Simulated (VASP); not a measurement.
A run of VASP 6.6.1:

File INCAR:

```
PREC = Accurate ; ENCUT = 520
EDIFF = 1E-7 ; ISMEAR = -1
SIGMA = 0.05 ; LREAL = False
LASPH = True ; NELM = 80
ALGO = Normal ; ISIF = 2
LWAVE = False ; LCHARG = False
GGA = PS ; NBANDS = 15
```

Contents of KPOINTS:

```
Automatic mesh
0
Gamma
  20 20 12
```

The input POSCAR:

```
Os
1.0
    2.7204726714      0.0000000000      0.0000000000
   -1.3602363357      2.3559984437      0.0000000000
    0.0000000000      0.0000000000      4.2951652974
Os
2
Direct
    0.3333333333      0.6666666667      0.2500000000
    0.6666666667      0.3333333333      0.7500000000
```

Potentials or basis: VASP PAW PBE potentials, release 64 (Os).

Launch:

```bash
$ cat potpaw_PBE.64/Os/POTCAR > POTCAR
$ mpirun -np 1 vasp_std > vasp.out
```

Hardware: 1 thread of Intel(R) Xeon(R) Platinum 8375C CPU @ 2.90GHz (Ice Lake), with other jobs on the host.

How long does it take, and how much memory?

It took 2.6 min on 1 thread of Intel(R) Xeon(R) Platinum 8375C CPU @ 2.90GHz (Ice Lake) (shared host), peak memory 0.23 GiB. Counts: scf iterations 14, k points 308.
